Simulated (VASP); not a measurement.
# KRe3W (Pm-3m) in VASP: further runs

The runs below take KRe3W through single point, with PBE.

Program: VASP 6.6.1. These are calculated values, not measurements. Logs are shortened: lines on timing, memory, paths and dates and some standing lists are left out, and cuts for length are marked.

### Step 1. The cell of the first run

Symmetry: Pm-3m, No. 221, cubic system. Conventional cell: a = 4.494 Å, b = 4.494 Å, c = 4.494 Å, α = 90.00°, β = 90.00°, γ = 90.00°. K (site symmetry m-3m) has 12 Re at 3.18 Å and 8 W at 3.89 Å within 4.2 Å. Within 3.0 Å of Re (site symmetry 4/mmm) lie 2 W at 2.25 Å. W (site symmetry m-3m) has 6 Re at 2.25 Å within 3.0 Å.

### Step 2. Single point, PBE

INCAR reads:

```
SYSTEM = KRe3W
PREC = Accurate
ENCUT = 520
EDIFF = 1E-6
ISMEAR = 0
SIGMA = 0.1
LREAL = .FALSE.
LASPH = .TRUE.
NELM = 80
ALGO = Normal
ISIF = 2
LWAVE = .FALSE.
LCHARG = .FALSE.
GGA = PE
NBANDS = 30
```

KPOINTS reads:

```
regular mesh
0
G
  4 4 4
  0 0 0
```

POSCAR reads:

```
KRe3W
1.0
    4.4937437903      0.0000000000      0.0000000000
    0.0000000000      4.4937437903      0.0000000000
    0.0000000000      0.0000000000      4.4937437903
K Re W
1 3 1
Direct
    0.0000000000      0.0000000000      0.0000000000
    0.0000000000      0.5000000000      0.5000000000
    0.5000000000      0.0000000000      0.5000000000
    0.5000000000      0.5000000000      0.0000000000
    0.5000000000      0.5000000000      0.5000000000
```

Potentials or basis: VASP PAW PBE potentials, release 64 (K_sv, Re, W_sv).

The run is started by

```
$ cat potpaw_PBE.64/K_sv/POTCAR potpaw_PBE.64/Re/POTCAR potpaw_PBE.64/W_sv/POTCAR > POTCAR
$ mpirun -np 1 vasp_std > vasp.out
```

OUTCAR:

```text
SYSTEM = KRe3W
   PREC = Accurate
   ENCUT = 520
   EDIFF = 1E-6
   ISMEAR = 0
   LREAL = .FALSE.
   LASPH = .TRUE.
   NELM = 80
   ISIF = 2
   GGA = PE

 ion  position               nearest neighbor table
   1  0.000  0.000  0.000-   2 3.18   3 3.18   4 3.18   2 3.18   3 3.18   2 3.18   4 3.18   2 3.18
                             3 3.18   4 3.18   3 3.18   4 3.18
   2  0.000  0.500  0.500-   5 2.25   5 2.25   4 3.18   1 3.18   1 3.18   4 3.18   1 3.18   3 3.18
                             1 3.18   3 3.18   4 3.18   3 3.18   4 3.18   3 3.18
   3  0.500  0.000  0.500-   5 2.25   5 2.25   4 3.18   1 3.18   1 3.18   4 3.18   2 3.18   4 3.18
                             2 3.18   4 3.18   1 3.18   2 3.18   1 3.18   2 3.18
   4  0.500  0.500  0.000-   5 2.25   5 2.25   3 3.18   1 3.18   2 3.18   3 3.18   2 3.18   1 3.18
                             3 3.18   3 3.18   1 3.18   2 3.18   2 3.18   1 3.18
   5  0.500  0.500  0.500-   2 2.25   3 2.25   4 2.25   4 2.25   3 2.25   2 2.25

  LATTYP: Found a simple cubic cell.
 ALAT       =     4.4937437903

  Lattice vectors:

 A1 = (   4.4937437903,   0.0000000000,   0.0000000000)
 A2 = (   0.0000000000,   4.4937437903,   0.0000000000)
 A3 = (   0.0000000000,   0.0000000000,   4.4937437903)

Analysis of symmetry for initial positions (statically):
=====================================================================
 Subroutine PRICEL returns:
 Original cell was already a primitive cell.

 Routine SETGRP: Setting up the symmetry group for a
 simple cubic supercell.

 Subroutine GETGRP returns: Found 48 space group operations
 (whereof 48 operations were pure point group operations)
 out of a pool of 48 trial point group operations.

The static configuration has the point symmetry O_h .

Analysis of symmetry for dynamics (positions and initial velocities):
=====================================================================
 Subroutine PRICEL returns:
 Original cell was already a primitive cell.

 Routine SETGRP: Setting up the symmetry group for a
 simple cubic supercell.

 Subroutine GETGRP returns: Found 48 space group operations
 (whereof 48 operations were pure point group operations)
 out of a pool of 48 trial point group operations.

The dynamic configuration has the point symmetry O_h .

 Subroutine INISYM returns: Found 48 space group operations
 (whereof 48 operations are pure point group operations),
 and found     1 'primitive' translations

----------------------------------------------------------------------------------------

                                     Primitive cell

  volume of cell :      90.7455

  direct lattice vectors                    reciprocal lattice vectors
     4.493743790  0.000000000  0.000000000     0.222531601  0.000000000  0.000000000
     0.000000000  4.493743790  0.000000000     0.000000000  0.222531601  0.000000000
     0.000000000  0.000000000  4.493743790     0.000000000  0.000000000  0.222531601

  length of vectors
     4.493743790  4.493743790  4.493743790     0.222531601  0.222531601  0.222531601

  position of ions in fractional coordinates (direct lattice)
     0.000000000  0.000000000  0.000000000
     0.000000000  0.500000000  0.500000000
     0.500000000  0.000000000  0.500000000
     0.500000000  0.500000000  0.000000000
     0.500000000  0.500000000  0.500000000

  ion indices of the primitive-cell ions
   primitive index   ion index
                 1           1
                 2           2
                 3           3
                 4           4
                 5           5

----------------------------------------------------------------------------------------

 KPOINTS: regular mesh

Automatic generation of k-mesh.
 Grid dimensions read from file:
 generate k-points for:    4    4    4

 Generating k-lattice:

  Cartesian coordinates                     Fractional coordinates (reciprocal lattice)
     0.055632900  0.000000000  0.000000000     0.250000000  0.000000000  0.000000000
     0.000000000  0.055632900  0.000000000     0.000000000  0.250000000  0.000000000
     0.000000000  0.000000000  0.055632900     0.000000000  0.000000000  0.250000000

  Length of vectors
     0.055632900  0.055632900  0.055632900

  Shift w.r.t. Gamma in fractional coordinates (k-lattice)
     0.000000000  0.000000000  0.000000000

 Subroutine IBZKPT returns following result:
 ===========================================

 Found     10 irreducible k-points:

 Following reciprocal coordinates:
            Coordinates               Weight
  0.000000  0.000000  0.000000      1.000000
  0.250000  0.000000  0.000000      6.000000
  0.500000  0.000000  0.000000      3.000000
  0.250000  0.250000  0.000000     12.000000
  0.500000  0.250000  0.000000     12.000000
  0.500000  0.500000  0.000000      3.000000
  0.250000  0.250000  0.250000      8.000000
  0.500000  0.250000  0.250000     12.000000
  0.500000  0.500000  0.250000      6.000000
  0.500000  0.500000  0.500000      1.000000
   k-points           NKPTS =     10   k-points in BZ     NKDIM =     10   number of bands    NBANDS=     30
   number of dos      NEDOS =    301   number of ions     NIONS =      5
   total plane-waves  NPLWV =  46656
   dimension x,y,z NGX =    36 NGY =   36 NGZ =   36
   dimension x,y,z NGXF=    72 NGYF=   72 NGZF=   72
   ions per type =               1   3   1
   NGX,Y,Z   is equivalent  to a cutoff of  13.32, 13.32, 13.32 a.u.
   NGXF,Y,Z  is equivalent  to a cutoff of  26.64, 26.64, 26.64 a.u.
 SYSTEM =  KRe3W
   PREC   = accura    normal or accurate (medium, high low for compatibility)
   ISTART =      0    job   : 0-new  1-cont  2-samecut
   ICHARG =      2    charge: 1-file 2-atom 10-const
   ISPIN  =      1    spin polarized calculation?
   LNONCOLLINEAR =      F non collinear calculations
   LSORBIT =      F    spin-orbit coupling
   LASPH  =      T    aspherical Exc in radial PAW
   ENCUT  =  520.0 eV  38.22 Ry    6.18 a.u.   8.36  8.36  8.36*2*pi/ulx,y,z
   NELM   =     80;   NELMIN=  2; NELMDL= -5     # of ELM steps
   EDIFF  = 0.1E-05   stopping-criterion for ELM
   LREAL  =      F    real-space projection
   EDIFFG = 0.1E-04   stopping-criterion for IOM
   NSW    =      0    number of steps for IOM
   IBRION =     -1    ionic relax: 0-MD 1-quasi-New 2-CG
   NFREE  =      0    steps in history (QN), initial steepest desc. (CG)
   ISIF   =      2    stress and relaxation
   ISYM   =      2    0-nonsym 1-usesym 2-fastsym
   POTIM  = 0.5000    time-step for ionic-motion
   TEBEG  =    0.0;   TEEND  =   0.0 temperature during run
   PSTRESS=    0.0 pullay stress
   NELECT =      44.0000    total number of electrons
   NUPDOWN=      -1.0000    fix difference up-down
   EMIN   =  10.00;   EMAX   =-10.00  energy-range for DOS
   EFERMI =   0.00;   METHOD = LEGACY
   ISMEAR =     0;   SIGMA  =   0.10  broadening in eV -4-tet -1-fermi 0-gaus
   EFERMI_NEDOS =   21; number of points for ismear=-14 and -15
   IALGO  =     38    algorithm
   IMIX   =      4    mixing-type and parameters
     AMIX     =   0.40;   BMIX     =  1.00
     AMIX_MAG =   1.60;   BMIX_MAG =  1.00
  volume/ion in A,a.u.               =      18.15       122.48
  Fermi-wavevector in a.u.,A,eV,Ry     =   1.286128  2.430429 22.505729  1.654124
  Thomas-Fermi vector in A             =   2.418221
   LORBIT       =      0    0 simple, 1 ext, 2 COOP (PROOUT), +10 PAW based schemes
   GGA     = PE    functional components
   LHFCALC =     F    Hartree Fock is set to
   AEXX    =    0.0000 exact exchange contribution
   IVDW    =     0    specifies the selected vdW correction
   LEPSILON=     F    determine dielectric tensor
   LRPA    =     F    only Hartree local field effects (RPA)
 non-spin polarized calculation
 Gauss-broadening in eV      SIGMA  =   0.10
  energy-cutoff  :      520.00
  volume of cell :       90.75
 maximum number of plane-waves:      2469
 NGX is ok and might be reduce to    36
   NGX = 17   NGY = 17   NGZ = 17

 number of electron      43.9999995 magnetization

 Free energy of the ion-electron system (eV)
  ---------------------------------------------------
  ext. energy  EPLUGINS =         0.00000000
  ---------------------------------------------------
  free energy    TOTEN  =       -36.75760153 eV

  energy without entropy =      -36.71028096  energy(sigma->0) =      -36.73394125

 E-fermi :   5.8343     XC(G=0): -11.9070

 val. band max:        5.8197757510   @ k =   0.2500   0.2500   0.0000
 cond. band min:       5.8358793959   @ k =   0.5000   0.5000   0.0000
 fundamental gap:      0.0161036449
 Fermi energy:         5.8342733991

 k-point     1 :       0.0000    0.0000    0.0000
  band No.  band energies     occupation
      1     -67.7390      2.00000
      2     -32.2126      2.00000
      3     -32.2126      2.00000
      4     -32.2126      2.00000
      5     -23.1193      2.00000
      6      -6.8108      2.00000
[... 22 lines left out ...]
     29       9.3970      0.00000
     30      12.0532      0.00000

 k-point     2 :       0.2500    0.0000    0.0000
  band No.  band energies     occupation
      1     -67.7256      2.00000
      2     -32.3732      2.00000
      3     -32.2166      2.00000
      4     -32.2166      2.00000
      5     -23.1154      2.00000
      6      -6.9326      2.00000
[... 22 lines left out ...]
     29      10.2131      0.00000
     30      11.4366      0.00000

 k-point     3 :       0.5000    0.0000    0.0000
  band No.  band energies     occupation
      1     -67.7124      2.00000
      2     -32.5304      2.00000
      3     -32.2206      2.00000
      4     -32.2206      2.00000
      5     -23.1114      2.00000
      6      -7.0456      2.00000
[... 220 lines left out ...]
     29       7.9596      0.00000
     30       8.9469      0.00000

 k-point    10 :       0.5000    0.5000    0.5000
  band No.  band energies     occupation
      1     -67.6596      2.00000
      2     -32.5469      2.00000
      3     -32.5469      2.00000
      4     -32.5469      2.00000
      5     -23.1071      2.00000
      6      -6.8995      2.00000
[... 22 lines left out ...]
     29       7.3467      0.00000
     30       9.0263      0.00000

------------------------ aborting loop because EDIFF is reached ----------------------------------------

  FORCE on cell =-STRESS in cart. coord.  units (eV):
  Direction    XX          YY          ZZ          XY          YZ          ZX
  --------------------------------------------------------------------------------------
  -------------------------------------------------------------------------------------
  Total       28.4397565     28.4397565     28.4397565     -0.0000000      0.0000000     -0.0000000
  in kB      502.1246402    502.1246402    502.1246402     -0.0000000      0.0000000     -0.0000000
  external PRESSURE =     502.1246402 kB  Pullay stress =       0.0000000 kB

 VOLUME and BASIS-vectors are now :
 -----------------------------------------------------------------------------
  energy-cutoff  :      520.00
  volume of cell :       90.75
      direct lattice vectors                 reciprocal lattice vectors
     4.493743790  0.000000000  0.000000000     0.222531601  0.000000000  0.000000000
     0.000000000  4.493743790  0.000000000     0.000000000  0.222531601  0.000000000
     0.000000000  0.000000000  4.493743790     0.000000000  0.000000000  0.222531601

 POSITION                                       TOTAL-FORCE (eV/Angst)
 -----------------------------------------------------------------------------------
      0.00000      0.00000      0.00000         0.000000      0.000000      0.000000
      0.00000      2.24687      2.24687         0.000000      0.000000      0.000000
      2.24687      0.00000      2.24687         0.000000      0.000000      0.000000
      2.24687      2.24687      0.00000         0.000000      0.000000      0.000000
      2.24687      2.24687      2.24687         0.000000      0.000000      0.000000
 -----------------------------------------------------------------------------------
    total drift:                                0.000000      0.000000      0.000000

  FREE ENERGIE OF THE ION-ELECTRON SYSTEM (eV)
  ---------------------------------------------------
  free  energy   TOTEN  =       -36.7576015315 eV

  energy  without entropy=      -36.7102809614  energy(sigma->0) =      -36.73394125
```

Run time: 40 s. Hardware: 1 thread of Intel Xeon 6975P-C, shared host; peak memory 0.22 GiB.

What came out:

| Property | Result |
| --- | --- |
| Free energy | -36.7576 eV |
| Pressure | 50.2 GPa |
| Band gap on the k mesh | zero (band 22 reaches 7.50 eV, above the bottom of band 23 at 5.62 eV) |

Caveat: spin-orbit coupling is left out, which moves the levels of the heavy elements.

### Step 3. Single point, PBE

This run uses another cell than the first one, of 22.89 Å³/atom, 1.261 times its volume.

INCAR reads:

```
SYSTEM = KRe3W
ALGO     = Normal         ! electronic algorithm
EDIFF    = 1E-7           ! SCF threshold, eV
ENCUT    = 520            ! plane-wave cutoff, eV
GGA      = PE             ! functional
ISIF     = 2              ! what is computed and relaxed
ISMEAR   = 0              ! smearing method
LASPH    = .TRUE.         ! aspherical terms in the spheres
LCHARG   = .TRUE.         ! write CHGCAR
LELF     = .TRUE.         ! ELF
LREAL    = .FALSE.        ! projectors in reciprocal space
LVHAR    = .TRUE.       
LWAVE    = .FALSE.        ! write WAVECAR
NBANDS   = 30             ! bands
NELM     = 80             ! most SCF steps
PREC     = Accurate       ! precision mode
SIGMA    = 0.1            ! smearing width, eV
```

KPOINTS reads:

```
k-points
0
G
  4 4 4
  0 0 0
```

Changes to POSCAR since step 2:

```diff
@@ -2,5 +2,5 @@
 1.0
-    4.4937437903      0.0000000000      0.0000000000
-    0.0000000000      4.4937437903      0.0000000000
-    0.0000000000      0.0000000000      4.4937437903
+    4.8553996989      0.0000000000      0.0000000000
+    0.0000000000      4.8553996989      0.0000000000
+    0.0000000000      0.0000000000      4.8553996989
 K Re W
```

Potentials or basis: VASP PAW PBE potentials, release 64 (K_sv, Re, W_sv).

The run is started by

```
$ cat potpaw_PBE.64/K_sv/POTCAR potpaw_PBE.64/Re/POTCAR potpaw_PBE.64/W_sv/POTCAR > POTCAR
$ mpirun -np 1 vasp_std > vasp.out
```

Wall time 61 s (1 thread of Intel Xeon 6975P-C, shared host); peak memory 0.23 GiB.

The run converged. Its results:

```
Free energy            : -39.8456 eV
Pressure               : 0.6 GPa
Band gap on the k mesh : zero (band 22 reaches 4.94 eV, above the bottom of band 23 at 3.46 eV)
```

Levels at points of the mesh, in eV from the Fermi level:
```
           k point  band 20  band 21  band 22  band 23  band 24  band 25
(0.00, 0.00, 0.00)    -0.25     1.22     1.22     1.22     1.27     1.86
(0.50, 0.00, 0.00)    -0.67    -0.55    -0.09    -0.09    -0.03     1.22
(0.50, 0.50, 0.00)    -0.82    -0.45    -0.45    -0.26     0.12     0.39
(0.50, 0.50, 0.50)    -0.49    -0.49    -0.49    -0.01    -0.01     0.27
```

Caveat: spin-orbit coupling is left out, which moves the levels of the heavy elements.
